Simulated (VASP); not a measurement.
CdSe:

```xyz
2
Lattice="0.0000 2.8740 2.8740 2.8740 0.0000 2.8740 2.8740 2.8740 0.0000" Properties=species:S:1:pos:R:3 pbc="T T T"
Cd    0.0000    0.0000    0.0000
Se    2.8740    2.8740    2.8740
```

Program: VASP 6.6.1. Alike in all runs: task single point; potentials or basis VASP PAW PBE potentials, release 64 (Cd, Se); cell as given.

Problem. Order these runs on this cell by their pressure, lowest first.
A. level RPBE; spin off; k mesh 8 × 8 × 8; cutoff (eV) 520; smearing fermi-dirac 0.05 eV
B. level r2SCAN0+D3(BJ); spin off; k mesh 4 × 4 × 4; cutoff (eV) 440; smearing gaussian 0.02 eV; grid for exact exchange (PRECFOCK) Normal; share of exact exchange 0.25
C. level BLYP; spin off; k mesh 8 × 8 × 8; cutoff (eV) 500; smearing fermi-dirac 0.05 eV
D. level PBE; spin off; k mesh 8 × 8 × 8; cutoff (eV) 520; smearing gaussian 0.011 eV
E. level PBE+D4; spin non-collinear, zero start, SOC; k mesh 8 × 8 × 8; cutoff (eV) 520; smearing methfessel-paxton 0.1 eV

Solution. B (-4.4 GPa), E (-2.5 GPa), D (0.0 GPa), A (2.2 GPa), C (4.2 GPa).

Caveats: some runs use coarse meshes; the PAW data sets were made with another functional, which shifts forces and pressure a little (at least some runs); the cell stands under pressure (at least some runs).
